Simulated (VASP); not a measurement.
Crystal: TaPb.

```
Ta Pb
1.0
     3.36999    0.00000    0.00000
     0.00000    3.36999    0.00000
     0.00000    0.00000    3.76781
Ta Pb
1 1
Direct
  0.50000 0.50000 0.50000
  0.00000 0.00000 0.00000
```

```yaml
Program: VASP 6.6.1
Task: relaxation of cell and atoms
Functional: PBE
Potentials_or_basis: VASP PAW PBE potentials, release 64 (Ta_pv, Pb_d)
Cutoff: 600 eV
k_mesh: 16 × 16 × 14
Occupations: gaussian, width 0.1 eV
Spin: no spin polarisation
```

At the start: pressure -0.1 GPa; volume 21.40 Å³/atom.

Problem. How do energy, volume and symmetry change on relaxing?

Solution. Over 13 steps the energy falls by 8.4 meV/atom and the volume is 21.25 Å³/atom (-0.7 %); space group P4/mmm (No. 123, to 0.05 Å).

Step by step:
```
step  energy change (eV)  largest force (eV/Å)  pressure (GPa)  volume (Å³)
   1              0.0000                0.0000           -0.13        42.79
   2             -0.0060                0.0000           -0.01        42.68
   3             -0.0155                0.0000            0.77        42.30
   4             -0.0124                0.0000           -1.88        43.23
   5             -0.0162                0.0000           -0.11        42.58
   6             -0.0162                0.0000           -0.08        42.58
   7             -0.0164                0.0000           -0.07        42.57
   8             -0.0166                0.0000            0.00        42.53
   9             -0.0168                0.0000            0.17        42.44
  10             -0.0168                0.0000            0.10        42.47
  11             -0.0168                0.0000            0.13        42.46
  12             -0.0168                0.0000           -0.21        42.58
  13             -0.0168                0.0000            0.00        42.50
```

Final structure:
```
Ta Pb
1.0
     3.47236    0.00000    0.00000
     0.00000    3.47236    0.00000
     0.00000    0.00000    3.52484
Ta Pb
1 1
Direct
  0.50000 0.50000 0.50000
  0.00000 0.00000 0.00000
```
